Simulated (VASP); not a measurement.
# BP (F-43m) in VASP: notebook

BP is run at these levels: PBE, r2SCAN; tasks: single point.

Program: VASP 6.6.1. These are calculated values, not measurements. Logs are shortened: lines on timing, memory, paths and dates and some standing lists are left out, and cuts for length are marked.

## Step 1: The cell of the first run

Symmetry: F-43m, No. 216, cubic system. The conventional cell has a = 4.537 Å, b = 4.537 Å, c = 4.537 Å, α = 90.00°, β = 90.00°, γ = 90.00°. B (site symmetry -43m) has 4 P at 1.96 Å within 2.6 Å. P (site symmetry -43m) has 4 B at 1.96 Å within 2.6 Å.

## Step 2: Single point, PBE

The input, INCAR:

```
SYSTEM = BP
ALGO = Normal
EDIFF = 1E-6
ENCUT = 520
GGA = PE
ISIF = 2
ISMEAR = 0
LASPH = .TRUE.
LCHARG = .TRUE.
LELF = .TRUE.
LREAL = .FALSE.
LVHAR = .TRUE.
LWAVE = .FALSE.
NBANDS = 11
NELM = 100
PREC = Accurate
SIGMA = 0.01
```

The input, KPOINTS:

```
k-points
0
G
  6 6 6
  0 0 0
```

The input, POSCAR:

```
BP
1.0
    0.0000000000      2.2683154746      2.2683154746
    2.2683154746      0.0000000000      2.2683154746
    2.2683154746      2.2683154746      0.0000000000
B P
1 1
Direct
    0.0000000000      0.0000000000      0.0000000000
    0.2500000000      0.2500000000      0.2500000000
```

Potentials or basis: VASP PAW PBE potentials, release 64 (B, P).

Started as:

```sh
$ cat potpaw_PBE.64/B/POTCAR potpaw_PBE.64/P/POTCAR > POTCAR
$ mpirun -np 1 vasp_std > vasp.out
```

OUTCAR:

```text
SYSTEM = BP
   EDIFF = 1E-6
   ENCUT = 520
   GGA = PE
   ISIF = 2
   ISMEAR = 0
   LASPH = .TRUE.
   LREAL = .FALSE.
   NELM = 100
   PREC = Accurate

 ion  position               nearest neighbor table
   1  0.000  0.000  0.000-   2 1.96   2 1.96   2 1.96   2 1.96
   2  0.250  0.250  0.250-   1 1.96   1 1.96   1 1.96   1 1.96

  LATTYP: Found a face centered cubic cell.
 ALAT       =     4.5366309492

  Lattice vectors:

 A1 = (   0.0000000000,   2.2683154746,   2.2683154746)
 A2 = (   2.2683154746,   0.0000000000,   2.2683154746)
 A3 = (   2.2683154746,   2.2683154746,   0.0000000000)

Analysis of symmetry for initial positions (statically):
=====================================================================
 Subroutine PRICEL returns:
 Original cell was already a primitive cell.

 Routine SETGRP: Setting up the symmetry group for a
 face centered cubic supercell.

 Subroutine GETGRP returns: Found 24 space group operations
 (whereof 24 operations were pure point group operations)
 out of a pool of 48 trial point group operations.

The static configuration has the point symmetry T_d .

Analysis of symmetry for dynamics (positions and initial velocities):
=====================================================================
 Subroutine PRICEL returns:
 Original cell was already a primitive cell.

 Routine SETGRP: Setting up the symmetry group for a
 face centered cubic supercell.

 Subroutine GETGRP returns: Found 24 space group operations
 (whereof 24 operations were pure point group operations)
 out of a pool of 48 trial point group operations.

The dynamic configuration has the point symmetry T_d .

 Subroutine INISYM returns: Found 24 space group operations
 (whereof 24 operations are pure point group operations),
 and found     1 'primitive' translations

----------------------------------------------------------------------------------------

                                     Primitive cell

  volume of cell :      23.3421

  direct lattice vectors                    reciprocal lattice vectors
     0.000000000  2.268315475  2.268315475    -0.220427893  0.220427893  0.220427893
     2.268315475  0.000000000  2.268315475     0.220427893 -0.220427893  0.220427893
     2.268315475  2.268315475  0.000000000     0.220427893  0.220427893 -0.220427893

  length of vectors
     3.207882508  3.207882508  3.207882508     0.381792310  0.381792310  0.381792310

  position of ions in fractional coordinates (direct lattice)
     0.000000000  0.000000000  0.000000000
     0.250000000  0.250000000  0.250000000

  ion indices of the primitive-cell ions
   primitive index   ion index
                 1           1
                 2           2

----------------------------------------------------------------------------------------

 KPOINTS: k-points

Automatic generation of k-mesh.
 Grid dimensions read from file:
 generate k-points for:    6    6    6

 Generating k-lattice:

  Cartesian coordinates                     Fractional coordinates (reciprocal lattice)
    -0.036737982  0.036737982  0.036737982     0.166666667  0.000000000  0.000000000
     0.036737982 -0.036737982  0.036737982     0.000000000  0.166666667  0.000000000
     0.036737982  0.036737982 -0.036737982     0.000000000  0.000000000  0.166666667

  Length of vectors
     0.063632052  0.063632052  0.063632052

  Shift w.r.t. Gamma in fractional coordinates (k-lattice)
     0.000000000  0.000000000  0.000000000

 Subroutine IBZKPT returns following result:
 ===========================================

 Found     16 irreducible k-points:

 Following reciprocal coordinates:
            Coordinates               Weight
  0.000000  0.000000  0.000000      1.000000
  0.166667  0.000000  0.000000      8.000000
  0.333333  0.000000  0.000000      8.000000
  0.500000  0.000000  0.000000      4.000000
  0.166667  0.166667  0.000000      6.000000
  0.333333  0.166667  0.000000     24.000000
[... 8 lines left out ...]
 -0.333333  0.333333  0.166667     24.000000
 -0.333333  0.500000  0.166667     12.000000
   k-points           NKPTS =     16   k-points in BZ     NKDIM =     16   number of bands    NBANDS=     11
   number of dos      NEDOS =    301   number of ions     NIONS =      2
   total plane-waves  NPLWV =  13824
   dimension x,y,z NGX =    24 NGY =   24 NGZ =   24
   dimension x,y,z NGXF=    48 NGYF=   48 NGZF=   48
   ions per type =               1   1
   NGX,Y,Z   is equivalent  to a cutoff of  12.44, 12.44, 12.44 a.u.
   NGXF,Y,Z  is equivalent  to a cutoff of  24.88, 24.88, 24.88 a.u.
 SYSTEM =  BP
   PREC   = accura    normal or accurate (medium, high low for compatibility)
   ISTART =      0    job   : 0-new  1-cont  2-samecut
   ICHARG =      2    charge: 1-file 2-atom 10-const
   ISPIN  =      1    spin polarized calculation?
   LNONCOLLINEAR =      F non collinear calculations
   LSORBIT =      F    spin-orbit coupling
   LASPH  =      T    aspherical Exc in radial PAW
   ENCUT  =  520.0 eV  38.22 Ry    6.18 a.u.   5.96  5.96  5.96*2*pi/ulx,y,z
   NELM   =    100;   NELMIN=  2; NELMDL= -5     # of ELM steps
   EDIFF  = 0.1E-05   stopping-criterion for ELM
   LREAL  =      F    real-space projection
   EDIFFG = 0.1E-04   stopping-criterion for IOM
   NSW    =      0    number of steps for IOM
   IBRION =     -1    ionic relax: 0-MD 1-quasi-New 2-CG
   NFREE  =      0    steps in history (QN), initial steepest desc. (CG)
   ISIF   =      2    stress and relaxation
   ISYM   =      2    0-nonsym 1-usesym 2-fastsym
   POTIM  = 0.5000    time-step for ionic-motion
   TEBEG  =    0.0;   TEEND  =   0.0 temperature during run
   PSTRESS=    0.0 pullay stress
   NELECT =       8.0000    total number of electrons
   NUPDOWN=      -1.0000    fix difference up-down
   EMIN   =  10.00;   EMAX   =-10.00  energy-range for DOS
   EFERMI =   0.00;   METHOD = LEGACY
   ISMEAR =     0;   SIGMA  =   0.01  broadening in eV -4-tet -1-fermi 0-gaus
   EFERMI_NEDOS =   21; number of points for ismear=-14 and -15
   IALGO  =     38    algorithm
   IMIX   =      4    mixing-type and parameters
     AMIX     =   0.40;   BMIX     =  1.00
     AMIX_MAG =   1.60;   BMIX_MAG =  1.00
  volume/ion in A,a.u.               =      11.67        78.76
  Fermi-wavevector in a.u.,A,eV,Ry     =   1.145666  2.164995 17.858336  1.312551
  Thomas-Fermi vector in A             =   2.282354
   LORBIT       =      0    0 simple, 1 ext, 2 COOP (PROOUT), +10 PAW based schemes
   GGA     = PE    functional components
   LHFCALC =     F    Hartree Fock is set to
   AEXX    =    0.0000 exact exchange contribution
   IVDW    =     0    specifies the selected vdW correction
   LEPSILON=     F    determine dielectric tensor
   LRPA    =     F    only Hartree local field effects (RPA)
 non-spin polarized calculation
 Gauss-broadening in eV      SIGMA  =   0.01
  energy-cutoff  :      520.00
  volume of cell :       23.34
 maximum number of plane-waves:       636
   NGX = 11   NGY = 11   NGZ = 11

 number of electron       8.0000000 magnetization

 Free energy of the ion-electron system (eV)
  ---------------------------------------------------
  ext. energy  EPLUGINS =         0.00000000
  ---------------------------------------------------
  free energy    TOTEN  =       -12.91318159 eV

  energy without entropy =      -12.91318159  energy(sigma->0) =      -12.91318159

 E-fermi :   7.5761     XC(G=0): -10.9082

 val. band max:        7.4497439514   @ k =   0.0000   0.0000   0.0000
 cond. band min:       8.7769186842   @ k =   0.5000   0.5000   0.0000
 fundamental gap:      1.3271747328
 Fermi energy:         7.5761164423

 k-point     1 :       0.0000    0.0000    0.0000
  band No.  band energies     occupation
      1      -8.0209      2.00000
      2       7.4497      2.00000
      3       7.4497      2.00000
      4       7.4497      2.00000
      5      10.8490      0.00000
      6      10.8490      0.00000
      7      10.8490      0.00000
      8      14.8380      0.00000
      9      18.9669      0.00000
     10      19.5771      0.00000
     11      19.5771      0.00000

 k-point     2 :       0.1667    0.0000    0.0000
  band No.  band energies     occupation
      1      -7.5227      2.00000
      2       4.6104      2.00000
      3       6.7837      2.00000
      4       6.7837      2.00000
      5      11.4726      0.00000
      6      11.7553      0.00000
      7      11.7553      0.00000
      8      16.1222      0.00000
      9      18.3891      0.00000
     10      18.3891      0.00000
     11      20.2076      0.00000

 k-point     3 :       0.3333    0.0000    0.0000
  band No.  band energies     occupation
      1      -6.1044      2.00000
      2       0.7128      2.00000
      3       5.9799      2.00000
      4       5.9799      2.00000
      5      11.3518      0.00000
      6      12.3067      0.00000
      7      12.3067      0.00000
      8      17.5614      0.00000
      9      19.3414      0.00000
     10      19.3414      0.00000
     11      20.8858      0.00000

 k-point     4 :       0.5000    0.0000    0.0000
  band No.  band energies     occupation
      1      -4.6933      2.00000
      2      -1.5923      2.00000
      3       5.6903      2.00000
      4       5.6903      2.00000
      5      11.2353      0.00000
      6      12.1607      0.00000
      7      12.1607      0.00000
      8      17.5775      0.00000
      9      22.0787      0.00000
     10      22.0787      0.00000
     11      22.2874      0.00000

 k-point     5 :       0.1667    0.1667    0.0000
  band No.  band energies     occupation
      1      -7.3555      2.00000
      2       5.5127      2.00000
      3       5.7149      2.00000
      4       5.7149      2.00000
      5       9.8881      0.00000
      6      13.3124      0.00000
      7      13.3124      0.00000
      8      14.3523      0.00000
      9      18.1083      0.00000
     10      20.2963      0.00000
     11      20.9641      0.00000
[... 99 lines left out ...]
 k-point    13 :       0.5000    0.5000    0.0000
  band No.  band energies     occupation
      1      -3.1613      2.00000
      2      -1.1392      2.00000
      3       3.3304      2.00000
      4       3.3304      2.00000
      5       8.7769      0.00000
      6       9.1050      0.00000
      7      19.5812      0.00000
      8      19.5812      0.00000
      9      22.6931      0.00000
     10      24.2097      0.00000
     11      25.4464      0.00000

 k-point    14 :       0.5000    0.3333    0.1667
  band No.  band energies     occupation
      1      -4.8804      2.00000
      2       0.9196      2.00000
      3       2.4380      2.00000
      4       4.1817      2.00000
      5      11.4563      0.00000
      6      12.9894      0.00000
      7      13.9261      0.00000
      8      16.9715      0.00000
      9      20.1721      0.00000
     10      21.0216      0.00000
     11      25.1673      0.00000

 k-point    15 :      -0.3333    0.3333    0.1667
  band No.  band energies     occupation
      1      -3.5757      2.00000
      2      -0.6731      2.00000
      3       1.9431      2.00000
      4       3.4695      2.00000
      5      11.9617      0.00000
      6      13.1571      0.00000
      7      16.0622      0.00000
      8      16.6207      0.00000
      9      17.9453      0.00000
     10      22.2850      0.00000
     11      25.0112      0.00000

 k-point    16 :      -0.3333    0.5000    0.1667
  band No.  band energies     occupation
      1      -2.9614      2.00000
      2      -0.7793      2.00000
      3       2.1427      2.00000
      4       2.2663      2.00000
      5      11.2802      0.00000
      6      11.8993      0.00000
      7      16.5808      0.00000
      8      17.2357      0.00000
      9      20.3986      0.00000
     10      23.6540      0.00000
     11      23.9374      0.00000

------------------------ aborting loop because EDIFF is reached ----------------------------------------

  FORCE on cell =-STRESS in cart. coord.  units (eV):
  Direction    XX          YY          ZZ          XY          YZ          ZX
  --------------------------------------------------------------------------------------
  -------------------------------------------------------------------------------------
  Total        0.1716837      0.1716837      0.1716837     -0.0000000      0.0000000      0.0000000
  in kB       11.7841786     11.7841786     11.7841786     -0.0000000      0.0000000      0.0000000
  external PRESSURE =      11.7841786 kB  Pullay stress =       0.0000000 kB

 VOLUME and BASIS-vectors are now :
 -----------------------------------------------------------------------------
  energy-cutoff  :      520.00
  volume of cell :       23.34
      direct lattice vectors                 reciprocal lattice vectors
     0.000000000  2.268315475  2.268315475    -0.220427893  0.220427893  0.220427893
     2.268315475  0.000000000  2.268315475     0.220427893 -0.220427893  0.220427893
     2.268315475  2.268315475  0.000000000     0.220427893  0.220427893 -0.220427893

 POSITION                                       TOTAL-FORCE (eV/Angst)
 -----------------------------------------------------------------------------------
      0.00000      0.00000      0.00000        -0.000000      0.000000      0.000000
      1.13416      1.13416      1.13416         0.000000     -0.000000     -0.000000
 -----------------------------------------------------------------------------------
    total drift:                                0.000000      0.000000      0.000000

  FREE ENERGIE OF THE ION-ELECTRON SYSTEM (eV)
  ---------------------------------------------------
  free  energy   TOTEN  =       -12.9131815926 eV

  energy  without entropy=      -12.9131815926  energy(sigma->0) =      -12.91318159
```

It took 2.3 s on 1 thread of Intel Xeon 6975P-C (Granite Rapids), shared host; peak memory 0.13 GiB.

What came out:

```
Free energy            : -12.9132 eV
Pressure               : 1.2 GPa
Band gap on the k mesh : 1.33 eV, indirect (least direct gap 3.40 eV)
```

Levels at points of the mesh, in eV from the valence-band top:
| k point | band 1 | band 2 | band 3 | band 4 | band 5 | band 6 | band 7 | band 8 | band 9 |
| --- | --- | --- | --- | --- | --- | --- | --- | --- | --- |
| (0.00, 0.00, 0.00) | -15.47 | 0.00 | 0.00 | 0.00 | 3.40 | 3.40 | 3.40 | 7.39 | 11.52 |
| (0.50, 0.00, 0.00) | -12.14 | -9.04 | -1.76 | -1.76 | 3.79 | 4.71 | 4.71 | 10.13 | 14.63 |
| (0.50, 0.50, 0.00) | -10.61 | -8.59 | -4.12 | -4.12 | 1.33 | 1.66 | 12.13 | 12.13 | 15.24 |

A k mesh can miss the band edges. PBE gaps usually lie below the measured ones, often by a third to a half.

## Step 3: Single point, PBE

The input, INCAR:

```
PREC = Accurate
ENCUT = 520
EDIFF = 1E-6
ISMEAR = 0
SIGMA = 0.01
LREAL = False
LASPH = True
NELM = 80
ALGO = Normal
ISIF = 2
LWAVE = False
LCHARG = False
GGA = PE
NBANDS = 11
```

The input, KPOINTS:

```
regular mesh
0
Gamma
  6 6 6
```

POSCAR is that of step 2.

Potentials or basis: VASP PAW PBE potentials, release 64 (B, P).

Started as:

```sh
$ cat potpaw_PBE.64/B/POTCAR potpaw_PBE.64/P/POTCAR > POTCAR
$ mpirun -np 1 vasp_std > vasp.out
```

It took 2.3 s on 1 thread of Intel Xeon 6975P-C (Granite Rapids), shared host; peak memory 0.12 GiB.

It converged, with:

```yaml
Free_energy: -12.9132 eV
Pressure: 1.2 GPa
Band_gap_on_the_k_mesh: 1.33 eV, indirect (least direct gap 3.40 eV)
```

Levels at points of the mesh, in eV from the valence-band top:
| k point | band 1 | band 2 | band 3 | band 4 | band 5 | band 6 | band 7 | band 8 |
| --- | --- | --- | --- | --- | --- | --- | --- | --- |
| (0.00, 0.00, 0.00) | -15.47 | 0.00 | 0.00 | 0.00 | 3.40 | 3.40 | 3.40 | 7.39 |
| (0.50, 0.00, 0.00) | -12.14 | -9.04 | -1.76 | -1.76 | 3.79 | 4.71 | 4.71 | 10.13 |
| (0.50, 0.50, 0.00) | -10.61 | -8.59 | -4.12 | -4.12 | 1.33 | 1.66 | 12.13 | 12.13 |

## Step 4: Single point, r2SCAN

POSCAR is that of step 3.

The input, INCAR.step1:

```
PREC     = Accurate       # precision mode
ENCUT    = 520            # plane-wave cutoff, eV
ISMEAR   = 0              # smearing method
SIGMA    = 0.01           # smearing width, eV
LREAL    = F              # projectors in reciprocal space
LASPH    = T              # aspherical terms in the spheres
NELM     = 80             # most SCF steps
NBANDS   = 11             # bands
GGA      = PE             # functional
ALGO     = Normal         # electronic algorithm
EDIFF    = 1E-4           # SCF threshold, eV
LWAVE    = T              # write WAVECAR
LCHARG   = F              # write CHGCAR
```

The input, INCAR.step2:

```
PREC     = Accurate       # precision mode
ENCUT    = 520            # plane-wave cutoff, eV
EDIFF    = 1E-7           # SCF threshold, eV
ISMEAR   = 0              # smearing method
SIGMA    = 0.01           # smearing width, eV
LREAL    = F              # projectors in reciprocal space
LASPH    = T              # aspherical terms in the spheres
NELM     = 80             # most SCF steps
ALGO     = Normal         # electronic algorithm
ISIF     = 2              # what is computed and relaxed
LWAVE    = F              # write WAVECAR
LCHARG   = F              # write CHGCAR
METAGGA  = R2SCAN         # meta-GGA
LMIXTAU  = T            
NBANDS   = 11             # bands
ISTART   = 1
```

The input, KPOINTS:

```
Automatic mesh
0
Gamma
  6 6 6
```

Started as:

```sh
$ cat potpaw_PBE.64/B/POTCAR potpaw_PBE.64/P/POTCAR > POTCAR
$ cp INCAR.step1 INCAR
$ mpirun -np 1 vasp_std > vasp.out
$ cp INCAR.step2 INCAR
$ mpirun -np 1 vasp_std > vasp.out
```

Run time: 9.4 s. Hardware: 1 thread of Intel Xeon 6975P-C (Granite Rapids), shared host; peak memory 0.13 GiB.

The run converged. Its results:

```
Free energy            : -17.2945 eV
Pressure               : -0.4 GPa
Band gap on the k mesh : 1.54 eV, indirect (least direct gap 3.64 eV)
```

Levels at points of the mesh, in eV from the valence-band top:
```csv
k point,band 1,band 2,band 3,band 4,band 5,band 6,band 7,band 8,band 9
"(0.00, 0.00, 0.00)",-16.27,0.00,0.00,0.00,3.64,3.64,3.64,8.03,12.41
"(0.50, 0.00, 0.00)",-12.77,-9.51,-1.87,-1.87,4.14,5.03,5.03,10.92,15.49
"(0.50, 0.50, 0.00)",-11.10,-9.13,-4.35,-4.35,1.54,1.91,13.07,13.07,16.41
```

Caveat: the PAW data sets were made with another functional, which shifts forces and pressure a little. r2SCAN opens gaps a little over a GGA but as a rule still falls short of measured ones.
